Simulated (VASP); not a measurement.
# MgW2Br4O4 (Pm) in VASP: a series of runs

The runs below take MgW2Br4O4 through single point, relaxation of cell and atoms, with PBE.

Everything below comes from runs of VASP 6.6.1. Logs are shortened: lines on timing, memory, paths and dates and some standing lists are left out, and cuts for length are marked.

### Step 1. The cell of the first run

It takes space group Pm (No. 6, monoclinic). The conventional cell has a = 3.858 Å, b = 8.481 Å, c = 7.755 Å, α = 90.00°, β = 90.09°, γ = 90.00°. Within 4.0 Å of Mg (site symmetry m) lie 8 Br at 3.01 to 3.13 Å and 2 Mg at 3.86 Å. W (site symmetry m) has 4 O at 1.93 to 2.01 Å and 2 Br at 2.67 Å within 2.7 Å. W (site symmetry m) has 4 O at 1.88 to 1.93 Å within 2.5 Å. Br (site symmetry 1) has 1 W at 2.67 Å and 2 Mg at 3.01 to 3.03 Å and 2 Br at 3.14 to 3.59 Å and 4 O at 3.25 to 3.42 Å within 3.6 Å. Br (site symmetry 1) has 1 W at 2.67 Å and 2 Mg at 3.12 to 3.13 Å and 2 Br at 3.16 to 3.59 Å and 4 O at 3.18 to 3.34 Å within 3.6 Å. O (site symmetry m) has 2 W at 1.93 Å within 2.6 Å. O (site symmetry m) has 2 W at 1.89 to 2.01 Å within 2.5 Å. Within 2.8 Å of O (site symmetry m) lie 2 W at 1.93 Å and 4 O at 2.69 to 2.70 Å.

### Step 2. Single point, PBE

INCAR reads:

```
PREC = Accurate ; ENCUT = 520
EDIFF = 1E-6 ; ISMEAR = 0
SIGMA = 0.1 ; LREAL = False
LASPH = True ; NELM = 60
ALGO = Normal ; ISIF = 2
LWAVE = False ; LCHARG = False
GGA = PE ; NBANDS = 52
```

KPOINTS reads:

```
Automatic mesh
0
Gamma
  6 2 4
```

POSCAR reads:

```
MgW2Br4O4
1.0
    3.8578232664      0.0000000000      0.0000000000
    0.0000000000      8.4808919300      0.0000000000
   -0.0119060088      0.0000000000      7.7552361765
Mg W Br O
1 2 4 4
Direct
    0.4993108400      0.5000000000      0.2044046200
    0.0013945000      0.0000000000      0.9677061800
    0.9985279300      0.0000000000      0.4646644000
    0.0034773300      0.3147920700      0.9840945700
    0.0034773300      0.6852079300      0.9840945700
    0.9970343300      0.3139349500      0.4475965200
    0.9970343300      0.6860650500      0.4475965200
    0.5010969100      0.0000000000      0.9656719900
    0.9997847200      0.0000000000      0.7084382400
    0.4987986700      0.0000000000      0.4658200300
    0.0000630900      0.0000000000      0.2224853600
```

Potentials or basis: VASP PAW PBE potentials, release 64 (Mg, W_sv, Br, O).

Started as:

```console
$ cat potpaw_PBE.64/Mg/POTCAR potpaw_PBE.64/W_sv/POTCAR potpaw_PBE.64/Br/POTCAR potpaw_PBE.64/O/POTCAR > POTCAR
$ mpirun -np 1 vasp_std > vasp.out
```

OUTCAR:

```text
PREC = Accurate
   ENCUT = 520
   EDIFF = 1E-6
   ISMEAR = 0
   LREAL = False
   LASPH = True
   NELM = 60
   ISIF = 2
   GGA = PE

 ion  position               nearest neighbor table
   1  0.499  0.500  0.204-   4 3.01   5 3.01   4 3.03   5 3.03   6 3.12   7 3.12   6 3.13   7 3.13

   2  0.001  0.000  0.968-   8 1.93   8 1.93  11 1.98   9 2.01   4 2.67   5 2.67
   3  0.999  0.000  0.465-  11 1.88   9 1.89  10 1.93  10 1.93   7 2.67   6 2.67
   4  0.003  0.315  0.984-   2 2.67   1 3.01   1 3.03
   5  0.003  0.685  0.984-   2 2.67   1 3.01   1 3.03
   6  0.997  0.314  0.448-   3 2.67   1 3.12   1 3.13
   7  0.997  0.686  0.448-   3 2.67   1 3.12   1 3.13
   8  0.501  0.000  0.966-   2 1.93   2 1.93
   9  1.000  0.000  0.708-   3 1.89   2 2.01
  10  0.499  0.000  0.466-   3 1.93   3 1.93
  11  0.000  0.000  0.222-   3 1.88   2 1.98

  LATTYP: Found a simple monoclinic cell.
 ALAT       =     3.8578232664
 B/A-ratio  =     2.1983619633
 C/A-ratio  =     2.0102645404
 COS(beta)  =    -0.0015352201

  Lattice vectors:

 A1 = (   3.8578232664,   0.0000000000,   0.0000000000)
 A2 = (   0.0000000000,   8.4808919300,   0.0000000000)
 A3 = (  -0.0119060088,   0.0000000000,   7.7552361765)

Analysis of symmetry for initial positions (statically):
=====================================================================
 Subroutine PRICEL returns:
 Original cell was already a primitive cell.

 Routine SETGRP: Setting up the symmetry group for a
 simple monoclinic supercell.

 Subroutine GETGRP returns: Found  2 space group operations
 (whereof  2 operations were pure point group operations)
 out of a pool of  4 trial point group operations.

The static configuration has the point symmetry C_1h.

Analysis of symmetry for dynamics (positions and initial velocities):
=====================================================================
 Subroutine PRICEL returns:
 Original cell was already a primitive cell.

 Routine SETGRP: Setting up the symmetry group for a
 simple monoclinic supercell.

 Subroutine GETGRP returns: Found  2 space group operations
 (whereof  2 operations were pure point group operations)
 out of a pool of  4 trial point group operations.

The dynamic configuration has the point symmetry C_1h.

 Subroutine INISYM returns: Found  2 space group operations
[... 117 lines left out ...]
   EDIFFG = 0.1E-04   stopping-criterion for IOM
   NSW    =      0    number of steps for IOM
   IBRION =     -1    ionic relax: 0-MD 1-quasi-New 2-CG
   NFREE  =      0    steps in history (QN), initial steepest desc. (CG)
   ISIF   =      2    stress and relaxation
   ISYM   =      2    0-nonsym 1-usesym 2-fastsym
   POTIM  = 0.5000    time-step for ionic-motion
   TEBEG  =    0.0;   TEEND  =   0.0 temperature during run
   PSTRESS=    0.0 pullay stress
   NELECT =      82.0000    total number of electrons
   NUPDOWN=      -1.0000    fix difference up-down
   EMIN   =  10.00;   EMAX   =-10.00  energy-range for DOS
   EFERMI =   0.00;   METHOD = LEGACY
   ISMEAR =     0;   SIGMA  =   0.10  broadening in eV -4-tet -1-fermi 0-gaus
   EFERMI_NEDOS =   21; number of points for ismear=-14 and -15
   IALGO  =     38    algorithm
   IMIX   =      4    mixing-type and parameters
     AMIX     =   0.40;   BMIX     =  1.00
     AMIX_MAG =   1.60;   BMIX_MAG =  1.00
  volume/ion in A,a.u.               =      23.07       155.66
  Fermi-wavevector in a.u.,A,eV,Ry     =   1.123448  2.123010 17.172409  1.262136
  Thomas-Fermi vector in A             =   2.260115
   LORBIT       =      0    0 simple, 1 ext, 2 COOP (PROOUT), +10 PAW based schemes
   GGA     = PE    functional components
   LHFCALC =     F    Hartree Fock is set to
   AEXX    =    0.0000 exact exchange contribution
   IVDW    =     0    specifies the selected vdW correction
   LEPSILON=     F    determine dielectric tensor
   LRPA    =     F    only Hartree local field effects (RPA)
 non-spin polarized calculation
 Gauss-broadening in eV      SIGMA  =   0.10
  energy-cutoff  :      520.00
  volume of cell :      253.73
 maximum number of plane-waves:      6888
 NGX is ok and might be reduce to    30
   NGX = 15   NGY = 31   NGZ = 29

 number of electron      82.0000007 magnetization

 Free energy of the ion-electron system (eV)
  ---------------------------------------------------
  ext. energy  EPLUGINS =         0.00000000
  ---------------------------------------------------
  free energy    TOTEN  =       -69.07751054 eV

  energy without entropy =      -69.05486991  energy(sigma->0) =      -69.06619023

 E-fermi :   2.4006     XC(G=0):  -8.4820

 val. band max:        2.3869017865   @ k =   0.1667   0.5000  -0.0000
 cond. band min:       2.4560184041   @ k =  -0.1667   0.0000   0.2500
 fundamental gap:      0.0691166176
 Fermi energy:         2.4005824294

 k-point     1 :       0.0000    0.0000    0.0000
  band No.  band energies     occupation
      1     -73.4734      2.00000
      2     -73.4729      2.00000
      3     -37.7464      2.00000
      4     -37.7008      2.00000
      5     -37.6630      2.00000
      6     -37.6058      2.00000
[... 1309 lines left out ...]
     51       6.8802      0.00000
     52       6.8912      0.00000

 [... further k-points ...]
[... 5 lines left out ...]
  --------------------------------------------------------------------------------------
  -------------------------------------------------------------------------------------
  Total       -7.4237535     -3.2018840     -7.0567833      0.0000000      0.0000000      0.0004743
  in kB      -46.8765068    -20.2179579    -44.5593119      0.0000000      0.0000000      0.0029949
  external PRESSURE =     -37.2179255 kB  Pullay stress =       0.0000000 kB

 VOLUME and BASIS-vectors are now :
 -----------------------------------------------------------------------------
  energy-cutoff  :      520.00
  volume of cell :      253.73
      direct lattice vectors                 reciprocal lattice vectors
     3.857823266  0.000000000  0.000000000     0.259213533  0.000000000  0.000397950
     0.000000000  8.480891930  0.000000000     0.000000000  0.117912126  0.000000000
    -0.011906009  0.000000000  7.755236177     0.000000000  0.000000000  0.128945138

 POSITION                                       TOTAL-FORCE (eV/Angst)
 -----------------------------------------------------------------------------------
      1.92382      4.24045      1.58521         0.003119      0.000000      0.081808
     -0.00614      0.00000      7.50479         0.002825      0.000000      0.169354
      3.84661      0.00000      3.60358        -0.014725      0.000000      0.011478
      0.00170      2.66972      7.63189        -0.002900     -0.333534     -0.047685
      0.00170      5.81117      7.63189        -0.002900      0.333534     -0.047685
      3.84105      2.66245      3.47122        -0.002792     -0.214807      0.011484
      3.84105      5.81844      3.47122        -0.002792      0.214807      0.011484
      1.92165      0.00000      7.48901        -0.001321      0.000000     -0.013236
      3.84856      0.00000      5.49411         0.007290      0.000000      1.597831
      1.91873      0.00000      3.61254         0.012564      0.000000     -0.021723
     -0.00241      0.00000      1.72543         0.001631      0.000000     -1.753109
 -----------------------------------------------------------------------------------
    total drift:                                0.000191      0.000000      0.000928

  FREE ENERGIE OF THE ION-ELECTRON SYSTEM (eV)
  ---------------------------------------------------
  free  energy   TOTEN  =       -69.0775105421 eV

  energy  without entropy=      -69.0548699143  energy(sigma->0) =      -69.06619023
```

Wall time 3.2 min (1 thread of Intel Xeon 6975P-C (Granite Rapids), shared host); peak memory 0.55 GiB.

Results:

```
Free energy            : -69.0775 eV
Pressure               : -3.7 GPa
Largest force          : 1.753 eV/Å
Band gap on the k mesh : zero (bands 41 and 42 overlap by 1.37 eV)
```

Forces on the atoms (eV/Å):
```
Mg   0.003  0.000  0.082
W    0.003  0.000  0.169
W   -0.015  0.000  0.011
Br  -0.003 -0.334 -0.048
Br  -0.003  0.334 -0.048
Br  -0.003 -0.215  0.011
Br  -0.003  0.215  0.011
O   -0.001  0.000 -0.013
O    0.007  0.000  1.598
O    0.013  0.000 -0.022
O    0.002  0.000 -1.753
```

Caveat: the k points lie up to 0.37 Å⁻¹ apart, too coarse for converged energies and pressures of a metal; spin-orbit coupling is left out, which moves the levels of the heavy elements; forces of over 1 eV/Å act on the atoms, so gaps and moduli don't describe the material at rest.

### Step 3. Relaxation of cell and atoms, PBE

INCAR reads:

```
SYSTEM = MgW2Br4O4
PREC = Accurate ; ENCUT = 600
EDIFF = 1E-7 ; ISMEAR = 0
SIGMA = 0.1 ; LREAL = .FALSE.
LASPH = .TRUE. ; NELM = 60
ALGO = Normal ; ISIF = 3
LWAVE = .FALSE. ; LCHARG = .FALSE.
GGA = PE ; IBRION = 2
NSW = 90 ; EDIFFG = -0.04
```

KPOINTS reads:

```
Automatic mesh
0
G
  4 2 2
  0 0 0
```

POSCAR is that of step 2.

Potentials or basis: VASP PAW PBE potentials, release 64 (Mg, W_sv, Br, O).

Started as:

```console
$ cat potpaw_PBE.64/Mg/POTCAR potpaw_PBE.64/W_sv/POTCAR potpaw_PBE.64/Br/POTCAR potpaw_PBE.64/O/POTCAR > POTCAR
$ mpirun -np 1 vasp_std > vasp.out
```

It took 11 min on 1 thread of Intel Xeon 6975P-C (Granite Rapids), shared host; peak memory 0.54 GiB.

It converged, with:

```
Free energy                           : -69.6016 eV
Relaxed volume                        : 22.10 Å³/atom
Relaxed cell                          : a = 3.797 Å, b = 8.420 Å, c = 7.604 Å, α = 90.00°, β = 90.10°, γ = 90.00°
Space group after relaxing (to 0.1 Å) : Pmm2 (No. 25)
Energy gained by relaxing             : 24.7 meV/atom
Ionic steps                           : 11
Pressure after relaxing               : 0.1 GPa
Largest force after relaxing          : 0.035 eV/Å
Band gap on the k mesh                : zero (bands 41 and 42 overlap by 1.62 eV)
```

Forces on the atoms (eV/Å):
```
Mg   0.003  0.000  0.035
W    0.000  0.000  0.002
W   -0.001  0.000  0.016
Br   0.001 -0.018 -0.007
Br   0.001  0.018 -0.007
Br  -0.003  0.021 -0.006
Br  -0.003 -0.021 -0.006
O    0.000  0.000 -0.018
O    0.001  0.000 -0.004
O   -0.003  0.000  0.000
O    0.004  0.000 -0.005
```

Step by step:
```
step  energy change (eV)  largest force (eV/Å)  pressure (GPa)  volume (Å³)
   1              0.0000                1.8975           -3.97       253.73
   2              0.0190                2.2368            5.82       233.28
   3             -0.2575                0.5688            0.32       243.05
   4             -0.2576                0.5365            0.42       242.84
   5             -0.2605                0.4993           -0.22       243.89
   6             -0.2668                0.1292            0.05       243.42
   7             -0.2682                0.0775           -0.11       243.65
   8             -0.2682                0.0816           -0.12       243.68
   9             -0.2694                0.0923           -0.04       243.45
  10             -0.2704                0.1249            0.14       242.96
  11             -0.2712                0.0349            0.06       243.09
```

Final structure:
```
Mg W Br O
1.0
     3.79718    0.00000   -0.00036
     0.00000    8.41962    0.00000
    -0.01244    0.00000    7.60362
Mg W Br O
1 2 4 4
Direct
  0.49970 0.50000 0.20715
  0.00165 0.00000 0.96717
  0.99846 0.00000 0.46436
  0.00340 0.31457 0.98057
  0.00340 0.68543 0.98057
  0.99668 0.31344 0.44963
  0.99668 0.68656 0.44963
  0.50129 0.00000 0.96657
  0.00002 0.00000 0.71585
  0.49881 0.00000 0.46538
  0.99993 0.00000 0.21570
```

Levels at points of the mesh, in eV from the Fermi level:
```tsv
k point	band 38	band 39	band 40	band 41	band 42	band 43	band 44	band 45
(0.00, 0.00, 0.00)	-2.42	-2.26	-2.07	-0.43	-0.16	-0.07	-0.03	0.27
(0.50, 0.00, 0.00)	-2.29	-2.12	-1.83	0.02	1.24	1.33	2.03	2.72
(0.00, 0.50, 0.00)	-2.28	-2.07	-1.99	-0.43	-0.36	-0.27	-0.21	1.27
(0.50, 0.50, 0.00)	-2.70	-1.88	-1.83	-0.17	1.31	2.64	2.68	2.82
(0.00, 0.00, 0.50)	-2.45	-2.29	-2.06	-0.13	-0.06	0.51	1.19	1.33
(0.50, 0.00, 0.50)	-2.40	-2.24	-2.14	1.27	1.39	1.39	1.50	1.94
(0.00, 0.50, 0.50)	-2.64	-2.26	-2.03	-0.33	-0.24	0.79	1.19	1.33
(0.50, 0.50, 0.50)	-2.48	-2.43	-2.39	1.11	1.26	1.47	2.65	2.88
```

Caveat: the k points lie up to 0.41 Å⁻¹ apart in the final cell, too coarse for converged energies and pressures of a metal; spin-orbit coupling is left out, which moves the levels of the heavy elements.
